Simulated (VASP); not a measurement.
InP, 2 atoms in the cell. It takes space group F-43m (No. 216, cubic). Conventional cell: a = 5.904 Å, b = 5.904 Å, c = 5.904 Å, α = 90.00°, β = 90.00°, γ = 90.00°. In (site symmetry -43m) has 4 P at 2.56 Å within 3.4 Å. Within 3.4 Å of P (site symmetry -43m) lie 4 In at 2.56 Å. 

| Item | Value |
| --- | --- |
| Program | VASP 6.6.1 |
| Task | single point |
| Functional | PBE |
| Potentials or basis | VASP PAW PBE potentials, release 64 (In_d, P) |
| Cutoff | 500 eV |
| k mesh | 2 × 2 × 2 |
| Occupations | gaussian, width 0.1 eV |
| Spin | no spin polarisation |
| Dipole correction | no |
| Charge | -0.1 |
| Further INCAR settings | ALGO = Normal; EDIFF = 1e-06; NBANDS = 16; NELECT = 18.1 |

Potentials or basis: VASP PAW PBE potentials, release 64 (In_d, P).

Launch:

```bash
$ cat potpaw_PBE.64/In_d/POTCAR potpaw_PBE.64/P/POTCAR > POTCAR
$ mpirun -np 1 vasp_std > vasp.out
```

Hardware: 1 thread of Intel Xeon 8259CL, on a shared host.

**Question.** How long does it take, and how much memory?

**Answer.** Run time: 7.2 s on 1 thread of Intel Xeon 8259CL, with other jobs on the host, peak memory 0.16 GiB. Counts: scf iterations 13, k points 3.
